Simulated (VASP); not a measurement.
A run of VASP 6.6.1:

The input INCAR:

```
SYSTEM = TiAl3F
ALGO = Normal
EDIFF = 1E-6
ENCUT = 520
GGA = PE
ISIF = 2
ISMEAR = 0
ISPIN = 2
LASPH = .TRUE.
LCHARG = .FALSE.
LMAXMIX = 4
LORBIT = 11
LREAL = .FALSE.
LWAVE = .FALSE.
MAGMOM = 1 0 0 0 0
NBANDS = 26
NELM = 150
PREC = Accurate
SIGMA = 0.1
```

KPOINTS

```
k-points
0
G
  4 4 4
  0 0 0
```

File POSCAR:

```
TiAl3F
1.0
    4.2593809657      0.0000000000      0.0000000000
    0.0000000000      4.2593809657      0.0000000000
    0.0000000000      0.0000000000      4.2593809657
Ti Al F
1 3 1
Direct
    0.0000000000      0.0000000000      0.0000000000
    0.0000000000      0.5000000000      0.5000000000
    0.5000000000      0.0000000000      0.5000000000
    0.5000000000      0.5000000000      0.0000000000
    0.5000000000      0.5000000000      0.5000000000
```

Potentials or basis: VASP PAW PBE potentials, release 64 (Ti_sv, Al, F).

Command:

```sh
$ cat potpaw_PBE.64/Ti_sv/POTCAR potpaw_PBE.64/Al/POTCAR potpaw_PBE.64/F/POTCAR > POTCAR
$ mpirun -np 1 vasp_std > vasp.out
```

Hardware: 1 thread of AMD EPYC 9R45 96-Core Processor (Zen 5) (shared host).

**Question.** Estimate the wall time of this run.

**Answer.** Wall time 20 s on 1 thread of AMD EPYC 9R45 96-Core Processor (Zen 5), on a shared host, peak memory 0.18 GiB. Counts: scf iterations 15, k points 10.
